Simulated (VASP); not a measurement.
Set up this calculation in VASP 6.6.1, as the native input.

```yaml
Task: single point
Functional: PBE
Dispersion: D3(BJ)
Potentials_or_basis: VASP PAW PBE potentials, release 64 (Sn_d)
Cutoff: 520 eV
k_mesh: 24 × 24 × 24
Occupations: gaussian, width 0.15 eV
Spin: no spin polarisation
Dipole_correction: no
Further_INCAR_settings: ALGO = Fast; EDIFF = 1e-06; NBANDS = 13
```

The structure of Sn lies in POSCAR:

```
Sn
1.0
   -1.7544065426      1.7897059702      2.1674907457
    1.7544065426     -1.7897059702      2.1674907457
    1.7544065426      1.7897059702     -2.1674907457
Sn
1
Direct
    0.0000000000      0.0000000000      0.0000000000
```

This cell differs from its parent crystal: strain +0.0200 x Voigt [0, 1, 0, 0, 0, 0].

One way to write it, as run:

INCAR

```
ALGO = Fast
EDIFF = 1E-6
ENCUT = 520
GGA = PE
ISIF = 2
ISMEAR = 0
IVDW = 12
LASPH = T
LCHARG = T
LELF = T
LREAL = F
LVHAR = T
LWAVE = F
NBANDS = 13
NELM = 60
PREC = Accurate
SIGMA = 0.15
```

KPOINTS

```
k-points
0
Gamma
  24 24 24
```

Potentials or basis: VASP PAW PBE potentials, release 64 (Sn_d).

Run with:

```sh
$ cat potpaw_PBE.64/Sn_d/POTCAR > POTCAR
$ mpirun -np 1 vasp_std > vasp.out
```

It gave:

The pressure is -1.0 GPa, the band gap on the k mesh is zero (band 7 reaches 15.66 eV, above the bottom of band 8 at 5.88 eV) and the dispersion energy per atom is -0.384 eV.

Caveat: the cell differs from its parent crystal (strain +0.0200 x Voigt [0, 1, 0, 0, 0, 0]); spin-orbit coupling is left out, which moves the levels of the heavy elements; pairwise dispersion overbinds metals, which lowers pressure and volume.

It took 24 min on 1 thread of Oxide Virtual Turin-like Processor, with other jobs on the host, peak memory 0.68 GiB.
